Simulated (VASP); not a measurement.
Here is a VASP 6.6.1 calculation.

File INCAR:

```
SYSTEM = La2Si5O3
PREC = Accurate
ENCUT = 520
EDIFF = 1E-7
ISMEAR = 0
SIGMA = 0.05
LREAL = Auto
LASPH = .TRUE.
NELM = 100
ALGO = Normal
ISIF = 2
LWAVE = .FALSE.
LCHARG = .TRUE.
GGA = PE
LELF = .TRUE.
LVHAR = .TRUE.
NBANDS = 76
```

The input KPOINTS:

```
Automatic mesh
0
G
  9 9 1
  0 0 0
```

File POSCAR:

```
La2Si5O3
1.0
    3.8679403874      0.0000000000      0.0000000000
   -1.9339701937      3.3497346358      0.0000000000
    0.0000000000      0.0000000000     29.0196100362
Si O La
10 6 4
Direct
    0.3333333333      0.6666666667      0.0330569637
    0.0000000000      1.0000000000      0.0623305117
    0.0000000000      1.0000000000      0.1440251600
   -0.3333333333      1.3333333333      0.1710297685
   -0.3333333333      1.3333333333      0.2527556336
   -0.6666666667      1.6666666667      0.2799131610
   -0.6666666667      1.6666666667      0.3616104350
   -1.0000000000      2.0000000000      0.3886613606
   -1.0000000000      2.0000000000      0.4704813484
   -1.3333333333      2.3333333333      0.4983987543
   -1.3333333333      2.3333333333      0.5566631812
   -1.6666666667      1.6666666667      0.6288400954
   -1.0000000000      2.0000000000      0.6964244123
   -1.3333333333      2.3333333333      0.7876663418
   -1.6666666667      1.6666666667      0.8624636944
   -1.0000000000      2.0000000000      0.9297461556
   -1.0000000000      2.0000000000      0.6012706879
   -1.3333333333      2.3333333333      0.7118382450
   -1.0000000000      2.0000000000      0.8351242760
   -1.3333333333      2.3333333333      0.9476568955
```

Potentials or basis: VASP PAW PBE potentials, release 64 (Si, O, La).

Command:

```console
$ cat potpaw_PBE.64/Si/POTCAR potpaw_PBE.64/O/POTCAR potpaw_PBE.64/La/POTCAR > POTCAR
$ mpirun -np 1 vasp_std > vasp.out
```

Problem. Predict the band gap on the k mesh.

Solution. 0.29 eV (least direct gap 0.44 eV).

Problem. Estimate the pressure.

Solution. 1.6 GPa.

Problem. What does it give for the largest force?

Solution. 0.060 eV/Å.

Stress tensor (GPa, compression positive):
```
 2.39  0.00  0.00
 0.00  2.39  0.00
 0.00  0.00 -0.09
```

Caveat: spin-orbit coupling is left out, which moves the levels of the heavy elements.
